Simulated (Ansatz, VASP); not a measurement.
## SiGe in VASP and in Ansatz

File INCAR:

```
SYSTEM = SiGe
ALGO = Normal
EDIFF = 1E-6
ENCUT = 520
ISIF = 2
ISMEAR = 0
LASPH = .TRUE.
LCHARG = .FALSE.
LREAL = .FALSE.
LWAVE = .FALSE.
NBANDS = 26
NELM = 60
PREC = Accurate
SIGMA = 0.03
```

File KPOINTS:

```
k-points
0
G
  12 12 6
  0 0 0
```

POSCAR

```
SiGe
1.0
    3.7634436583      0.0000000000      0.0000000000
   -1.8817218292      3.2592378138      0.0000000000
    0.0000000000      0.0000000000      6.2194898057
Si Ge
2 2
Direct
    0.6666666667      0.3333333333      0.8745031008
    0.3333333333      0.6666666667      0.3745031008
    0.6666666667      0.3333333333      0.5004958992
    0.3333333333      0.6666666667      0.0004958992
```

Input for Ansatz:

```yaml
crystal:
  lattice:
    - [3.7634436583, 0.0, 0.0]
    - [-1.8817218292, 3.2592378138, 0.0]
    - [0.0, 0.0, 6.2194898057]
  atoms:
    - { symbol: Si, position: [0.6666666667, 0.3333333333, 0.8745031008] }
    - { symbol: Si, position: [0.3333333333, 0.6666666667, 0.3745031008] }
    - { symbol: Ge, position: [0.6666666667, 0.3333333333, 0.5004958992] }
    - { symbol: Ge, position: [0.3333333333, 0.6666666667, 0.0004958992] }
basis:
  ecutwfc: 420
kpoints:
  mp_grid: { grid: [12, 12, 6] }
hamiltonian:
  xc: lda
  pseudopotentials: { kind: paw, azcp: { folder: soft_1 } }
scf:
  occupations: { method: gaussian, width: 0.03 }
output:
  forces: true
  stress: true
  eigenvalues: true
  write_density: true
  write_potential: true
  elf: true
  volumetric_format: npy
```

Alike in both runs: task single point; functional LDA; k mesh 12 × 12 × 6; occupations gaussian, width 0.03 eV; no spin polarisation.

|  | VASP | Ansatz |
| --- | --- | --- |
| version | VASP 6.6.1 | Ansatz 0.2.0 |
| potentials or method | VASP PAW LDA potentials, release 64 (Si, Ge_d), cutoff 520 eV | scalar-relativistic, plane waves, PAW |
| valence electrons in the cell | 36 | 36 |

|  | VASP | Ansatz | Ansatz less VASP |
| --- | --- | --- | --- |
| gap on the k mesh at the Fermi level (eV) | 0.17 | 0.17 | +0.001 |
| least direct gap on the mesh (eV) | 0.68 | 0.67 | -0.014 |
| pressure (GPa) | 8.7 | 8.6 | -0.14 |
| traceless stress, the component that is largest in VASP (GPa) | 0.06 | 0.06 | +0.003 |
| rms of the force components (eV/Å) | 0.023 | 0.023 | -0.0003 |

Ansatz warns that its potentials were made for another functional, while VASP's fit it. LDA's correlation is that of Perdew and Zunger in VASP and of Perdew and Wang (1992) in Ansatz. Atom by atom the forces differ by 0.000 eV/Å (rms over components).
